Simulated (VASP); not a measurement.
Here is a VASP 6.6.1 calculation.

File INCAR:

```
PREC = Accurate
ENCUT = 600
EDIFF = 1E-6
ISMEAR = 0
SIGMA = 0.1
LREAL = F
LASPH = T
NELM = 200
ALGO = Normal
ISIF = 2
LWAVE = F
LCHARG = F
ISPIN = 2
MAGMOM = 1 1 1 1 0
LORBIT = 11
LMAXMIX = 4
GGA = PE
NBANDS = 41
GGA_COMPAT = F
```

The input KPOINTS:

```
Automatic mesh
0
Gamma
  4 4 4
```

Contents of POSCAR:

```
Ta4O
1.0
    4.3935136835      0.0000000000      0.0000000000
    0.0000000000      4.3935136835      0.0000000000
    0.0000000000      0.0000000000      4.3935136835
Ta O
4 1
Direct
    0.2636902031      0.7363097969      0.2636902031
    0.7363097969      0.2636902031      0.2636902031
    0.7363097969      0.7363097969      0.7363097969
    0.2636902031      0.2636902031      0.7363097969
    0.0000000000      0.0000000000      0.0000000000
```

Potentials or basis: VASP PAW PBE potentials, release 64 (Ta_sv_GW, O).

Launch:

```console
$ cat potpaw_PBE.64/Ta_sv_GW/POTCAR potpaw_PBE.64/O/POTCAR > POTCAR
$ mpirun -np 1 vasp_std > vasp.out
```

Problem. Predict the largest force.

Solution. 0.069 eV/Å.

Problem. Predict the net moment.

Solution. 0.00 μB per cell.

Problem. What does it give for the pressure?

Solution. 0.0 GPa.

Problem. Predict the band gap on the k mesh.

Solution. Zero (filled and empty bands overlap).

Forces on the atoms (eV/Å):
```
Ta   0.040 -0.040  0.040
Ta  -0.040  0.040  0.040
Ta  -0.040 -0.040 -0.040
Ta   0.040  0.040 -0.040
O    0.000  0.000  0.000
```

Caveat: spin-orbit coupling is left out, which moves the levels of the heavy elements.
